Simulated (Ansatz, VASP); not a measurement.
# HfN: VASP beside Ansatz

Contents of INCAR:

```
SYSTEM = HfN
  PREC = Accurate
  ENCUT = 520
  EDIFF = 1E-8
  ISMEAR = -1
  SIGMA = 0.03
  LREAL = .FALSE.
  LASPH = .TRUE.
  NELM = 100
  ALGO = Normal
  ISIF = 2
  LWAVE = .FALSE.
  LCHARG = .FALSE.
  GGA = PE
  LEFG = .TRUE.
  NBANDS = 14
```

The input KPOINTS:

```
regular mesh
0
G
  10 10 10
  0 0 0
```

The input POSCAR:

```
HfN
1.0
    0.0000000000      2.2364100000      2.2590000000
    2.2364100000      0.0000000000      2.2590000000
    2.2364100000      2.2364100000      0.0000000000
Hf N
1 1
Direct
    0.0000000000      0.0000000000      0.0000000000
    0.5000000000      0.5000000000      0.5000000000
```

Input for Ansatz:

```yaml
crystal:
  lattice:
    - [0.0, 2.23641, 2.259]
    - [2.23641, 0.0, 2.259]
    - [2.23641, 2.23641, 0.0]
  atoms:
    - { symbol: Hf, position: [0.0, 0.0, 0.0] }
    - { symbol: "N", position: [0.5, 0.5, 0.5] }
kpoints:
  mp_grid: { grid: [10, 10, 10] }
scf:
  occupations: { method: fermi_dirac, width: 0.03 }
hamiltonian:
  xc: pbe
  pseudopotentials: { kind: all_electron, datasets: crystal }
output:
  forces: true
  stress: true
  eigenvalues: true
  efg: { contact_densities: true }
```

Change from the starting cell: equal xx and yy strain of -1 %, crystal datasets.

Alike in both runs: task electric field gradients; functional PBE; k mesh 10 × 10 × 10; occupations fermi-dirac, width 0.03 eV; no spin polarisation.

|  | VASP | Ansatz |
| --- | --- | --- |
| version | VASP 6.6.1 | Ansatz 0.2.0 |
| potentials or method | VASP PAW PBE potentials, release 64 (Hf_pv, N), cutoff 520 eV | all-electron PAW with datasets made for the crystal, scalar-relativistic |

Ansatz gave:

- pressure (GPa): 11.6
- traceless stress, the component that is largest in VASP (GPa): -3.10
- size of Vzz on the site where it differs most (V/Å²): 44.4

Task: Estimate VASP's values.

Result: Pressure (GPa): 9.1; traceless stress, the component that is largest in VASP (GPa): -3.03; size of Vzz on the site where it differs most (V/Å²): 38.6.

Ansatz ran all-electron here, and VASP with PAW potentials.

Neither program's run includes spin-orbit coupling.
